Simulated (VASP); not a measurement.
# La2O3 (P-3m1) in VASP: dielectric tensor with PBEsol

Aim: the dielectric tensor of La2O3 with PBEsol.

Program: VASP 6.6.1. These are calculated values, not measurements. Logs are shortened: lines on timing, memory, paths and dates and some standing lists are left out, and cuts for length are marked.

### 1 The cell of the first run

It takes space group P-3m1 (No. 164, trigonal). The conventional cell has a = 3.931 Å, b = 3.931 Å, c = 6.112 Å, α = 90.00°, β = 90.00°, γ = 120.00°. Within 3.1 Å of La (site symmetry 3m) lie 7 O at 2.36 to 2.72 Å. Within 3.2 Å of O (site symmetry 3m) lie 4 La at 2.36 to 2.44 Å and 6 O at 2.89 to 3.14 Å. Within 3.6 Å of O (site symmetry -3m) lie 6 La at 2.72 Å and 6 O at 3.14 Å.

### 2 Dielectric tensor, PBEsol

Contents of INCAR:

```
SYSTEM = La2O3
PREC = Accurate ; ENCUT = 520
EDIFF = 1E-8 ; ISMEAR = 0
SIGMA = 0.01 ; LREAL = .FALSE.
LASPH = .TRUE. ; NELM = 100
ALGO = Normal ; ISIF = 2
LWAVE = .FALSE. ; LCHARG = .FALSE.
GGA = PS ; LEPSILON = .TRUE.
```

Contents of KPOINTS:

```
Automatic mesh
0
G
  6 6 4
  0 0 0
```

Contents of POSCAR:

```
La2O3
1.0
    3.9307800000      0.0000000000      0.0000000000
   -1.9653900000      3.4041500000      0.0000000000
    0.0000000000      0.0000000000      6.1119500000
La O
2 3
Direct
    0.6666666667      0.3333333333      0.7537600000
    0.3333333333      0.6666666667      0.2462400000
    0.6666666667      0.3333333333      0.3541100000
    0.3333333333      0.6666666667      0.6458900000
    0.0000000000      0.0000000000      0.0000000000
```

Potentials or basis: VASP PAW PBE potentials, release 64 (La, O).

Launch:

```
> cat potpaw_PBE.64/La/POTCAR potpaw_PBE.64/O/POTCAR > POTCAR
> mpirun -np 1 vasp_std > vasp.out
```

OUTCAR:

```text
SYSTEM = La2O3
   PREC = Accurate
   ENCUT = 520
   EDIFF = 1E-8
   ISMEAR = 0
   LREAL = .FALSE.
   LASPH = .TRUE.
   NELM = 100
   ISIF = 2
   GGA = PS
   LEPSILON = .TRUE.

 ion  position               nearest neighbor table
   1  0.667  0.333  0.754-   4 2.36   4 2.36   4 2.36   3 2.44   5 2.72   5 2.72   5 2.72
   2  0.333  0.667  0.246-   3 2.36   3 2.36   3 2.36   4 2.44   5 2.72   5 2.72   5 2.72
   3  0.667  0.333  0.354-   2 2.36   2 2.36   2 2.36   1 2.44
   4  0.333  0.667  0.646-   1 2.36   1 2.36   1 2.36   2 2.44
   5  0.000  0.000  0.000-   2 2.72   1 2.72   2 2.72   1 2.72   1 2.72   2 2.72

  LATTYP: Found a hexagonal cell.
 ALAT       =     3.9307800000
 C/A-ratio  =     1.5548949572

  Lattice vectors:

 A1 = (   3.9307800000,   0.0000000000,   0.0000000000)
 A2 = (  -1.9653900000,   3.4041500000,   0.0000000000)
 A3 = (   0.0000000000,   0.0000000000,   6.1119500000)

Analysis of symmetry for initial positions (statically):
=====================================================================
 Subroutine PRICEL returns:
 Original cell was already a primitive cell.

 Routine SETGRP: Setting up the symmetry group for a
 hexagonal supercell.

 Subroutine GETGRP returns: Found 12 space group operations
 (whereof 12 operations were pure point group operations)
 out of a pool of 24 trial point group operations.

The static configuration has the point symmetry D_3d.

Analysis of symmetry for dynamics (positions and initial velocities):
=====================================================================
 Subroutine PRICEL returns:
 Original cell was already a primitive cell.

 Routine SETGRP: Setting up the symmetry group for a
 hexagonal supercell.

 Subroutine GETGRP returns: Found 12 space group operations
 (whereof 12 operations were pure point group operations)
 out of a pool of 24 trial point group operations.

The dynamic configuration has the point symmetry D_3d.

 Subroutine INISYM returns: Found 12 space group operations
 (whereof 12 operations are pure point group operations),
 and found     1 'primitive' translations

----------------------------------------------------------------------------------------

                                     Primitive cell

[... 816 lines left out ...]
      0.00000      0.00000      0.00000        -0.000000      0.000000      0.000000
 -----------------------------------------------------------------------------------
    total drift:                                0.000000      0.000000      0.000000

  FREE ENERGIE OF THE ION-ELECTRON SYSTEM (eV)
  ---------------------------------------------------
  free  energy   TOTEN  =       -43.6909983803 eV

  energy  without entropy=      -43.6909983803  energy(sigma->0) =      -43.69099838

 HEAD OF MICROSCOPIC STATIC DIELECTRIC TENSOR (INDEPENDENT PARTICLE, excluding Hartree and local field effects)
 ------------------------------------------------------
           5.075653     0.000000     0.000000
           0.000000     5.075637     0.000000
           0.000000     0.000000     4.994546
 ------------------------------------------------------

 Free energy of the ion-electron system (eV)
  ---------------------------------------------------
  ---------------------------------------------------
  free energy    TOTEN  =        -0.93385543 eV

  energy without entropy =       -0.93385543

------------------------ aborting loop because EDIFF is reached ----------------------------------------

--------------------------------------- Ionic step        2  -------------------------------------------

------------------------ aborting loop because EDIFF is reached ----------------------------------------

--------------------------------------- Ionic step        3  -------------------------------------------

 Free energy of the ion-electron system (eV)
  ---------------------------------------------------
  ---------------------------------------------------
  free energy    TOTEN  =        -0.91201826 eV

  energy without entropy =       -0.91201826

------------------------ aborting loop because EDIFF is reached ----------------------------------------

 PIEZOELECTRIC TENSOR FIELD DIRECTION 3  (e Angst)
 -----------------------------------------------------------------------------
     0.00241  0.00000  0.00000           (  0.00002  0.00000  0.00000)
     0.00000  0.00241  0.00000           (  0.00000  0.00002  0.00000)
     0.00000 -0.00000 -0.00665           (  0.00000 -0.00000 -0.00013)

 PIEZOELECTRIC TENSOR FIELD DIRECTION 3  (C/m^2)
 -----------------------------------------------------------------------------
     0.00047  0.00000  0.00000
     0.00000  0.00047  0.00000
     0.00000 -0.00000 -0.00130

 MACROSCOPIC STATIC DIELECTRIC TENSOR (including local field effects in DFT)
 ------------------------------------------------------
           4.871803    -0.000000     0.000000
           0.000000     4.871788     0.000000
           0.000000     0.000000     4.782725
 ------------------------------------------------------

 PIEZOELECTRIC TENSOR (including local field effects)  for field in x, y, z        (e  Angst)
          XX          YY          ZZ          XY          YZ          ZX
  --------------------------------------------------------------------------------
  x     0.00000     0.00000     0.00000     0.00000     0.00000     0.00000
  y     0.00000     0.00000     0.00000     0.00000     0.00000     0.00000
  z     0.00000     0.00000     0.00000     0.00000     0.00000     0.00000

 PIEZOELECTRIC TENSOR (including local field effects)  for field in x, y, z        (C/m^2)
          XX          YY          ZZ          XY          YZ          ZX
  --------------------------------------------------------------------------------
  x     0.00000     0.00000     0.00000     0.00000     0.00000     0.00000
  y     0.00000     0.00000     0.00000     0.00000     0.00000     0.00000
  z     0.00000     0.00000     0.00000     0.00000     0.00000     0.00000

 BORN EFFECTIVE CHARGES (including local field effects) (in |e|, cummulative output)
 ---------------------------------------------------------------------------------
 ion    1
    1     4.19988     0.00000    -0.00000
    2     0.00000     4.19987    -0.00000
    3     0.00000    -0.00000     3.82519
 ion    2
    1     4.19988     0.00000    -0.00000
    2     0.00000     4.19987    -0.00000
    3    -0.00000     0.00000     3.82519
 ion    3
    1    -2.84888     0.00000     0.00000
    2     0.00000    -2.84887     0.00000
    3     0.00000     0.00000    -2.53807
 ion    4
    1    -2.84888     0.00000     0.00000
    2     0.00000    -2.84887     0.00000
    3     0.00000     0.00000    -2.53807
 ion    5
    1    -2.70200     0.00000     0.00000
    2     0.00000    -2.70199    -0.00000
    3     0.00000     0.00000    -2.57425
```

stdout:

```text
POSCAR found type information on POSCAR LaO
 POSCAR found :  2 types and       5 ions
 scaLAPACK will be used
 -----------------------------------------------------------------------------
|                                                                             |
|                                                                             |
|     You enforced a specific xc type in the INCAR file but a different       |
[... 36 lines left out ...]
  Direction:   1
 dielectric tensor                  component  1 :     4.872    -0.015     0.044
 Linear response to external field, progress :
  Direction:   2
 dielectric tensor                  component  2 :    -0.015     4.872     0.000
 Linear response to external field, progress :
  Direction:   3
 dielectric tensor                  component  3 :     0.100    -0.026     4.783
 Born effective charges drift removed
```

It took 59 min on 1 thread of Intel Xeon Platinum 8259CL at 2.50GHz (Skylake/Cascade Lake), shared host; peak memory 0.42 GiB.

Results:

```yaml
Band_gap_on_the_k_mesh: 3.78 eV (least direct gap 3.88 eV)
Electronic_dielectric_tensor_diagonal: 4.87, 4.87, 4.78
Born_charges_mean_of_the_diagonal: La +4.07; O -2.75, -2.66 (each value once) e
```

Electronic dielectric tensor:
```
4.87 0.00 0.00
0.00 4.87 0.00
0.00 0.00 4.78
```

Born effective charge tensors (e):
atom 1, La
```
4.20 0.00 0.00
0.00 4.20 0.00
0.00 0.00 3.83
```
atom 2, La
```
4.20 0.00 0.00
0.00 4.20 0.00
0.00 0.00 3.83
```
atom 3, O
```
-2.85  0.00  0.00
 0.00 -2.85  0.00
 0.00  0.00 -2.54
```
atom 4, O
```
-2.85  0.00  0.00
 0.00 -2.85  0.00
 0.00  0.00 -2.54
```
atom 5, O
```
-2.70  0.00  0.00
 0.00 -2.70  0.00
 0.00  0.00 -2.57
```

Caveat: spin-orbit coupling is left out, which moves the levels of the heavy elements. A k mesh can miss the band edges.
